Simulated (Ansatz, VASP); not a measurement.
One calculation of Au, two programs

The input INCAR:

```
SYSTEM = Au
PREC = Accurate ; ENCUT = 600
EDIFF = 1E-7 ; ISMEAR = -1
SIGMA = 0.05 ; LREAL = .False.
LASPH = .True. ; NELM = 60
ALGO = Normal ; ISIF = 3
LWAVE = .False. ; LCHARG = .False.
GGA = B5 ; ALDAX = 1.0
AGGAX = 1.0 ; AGGAC = 1.0
ALDAC = 0.0 ; IVDW = 13
VDW_S6 = 1.0 ; VDW_S8 = 2.34076671
VDW_A1 = 0.44488865 ; VDW_A2 = 4.0933009
IBRION = 2 ; NSW = 80
EDIFFG = -0.005
```

KPOINTS

```
regular mesh
0
Gamma
  11 11 11
  0 0 0
```

POSCAR

```
Au
1.0
    0.0000000000      2.0350000000      2.0350000000
    2.0350000000      0.0000000000      2.0350000000
    2.0350000000      2.0350000000      0.0000000000
Au
1
Direct
    0.0000000000      0.0000000000      0.0000000000
```

input.yaml

```yaml
crystal:
  lattice:
    - [0.0, 2.035, 2.035]
    - [2.035, 0.0, 2.035]
    - [2.035, 2.035, 0.0]
  atoms:
    - { symbol: Au, position: [0.0, 0.0, 0.0] }
kpoints:
  mp_grid: { grid: [11, 11, 11] }
scf:
  occupations: { method: fermi_dirac, width: 0.05 }
hamiltonian:
  xc: blyp
  dispersion: d4
  pseudopotentials: { kind: all_electron, lapw: { basis_error: 0.001 } }
output:
  forces: true
  stress: true
relax:
  f_tol: 0.005
  max_steps: 60
  cell: {}
```

Alike in both runs: task relaxation of cell and atoms; functional BLYP; dispersion D4; k mesh 11 × 11 × 11; occupations fermi-dirac, width 0.05 eV; no spin polarisation.

|  | VASP | Ansatz |
| --- | --- | --- |
| version | VASP 6.6.1 | Ansatz 0.2.0 |
| potentials or method | VASP PAW PBE potentials, release 64 (Au), cutoff 600 eV | all-electron LAPW, scalar-relativistic |

Ansatz gave:

* relaxed volume (Å³/atom): 17.89
* relaxed cell length with the largest relative difference (Å): 2.936

Task: Estimate VASP's values.

Result: Relaxed volume (Å³/atom): 17.98; relaxed cell length with the largest relative difference (Å): 2.941.

VASP's potentials were made for PBE, not for BLYP. Ansatz ran all-electron here, and VASP with PAW potentials.

Neither program's run includes spin-orbit coupling.
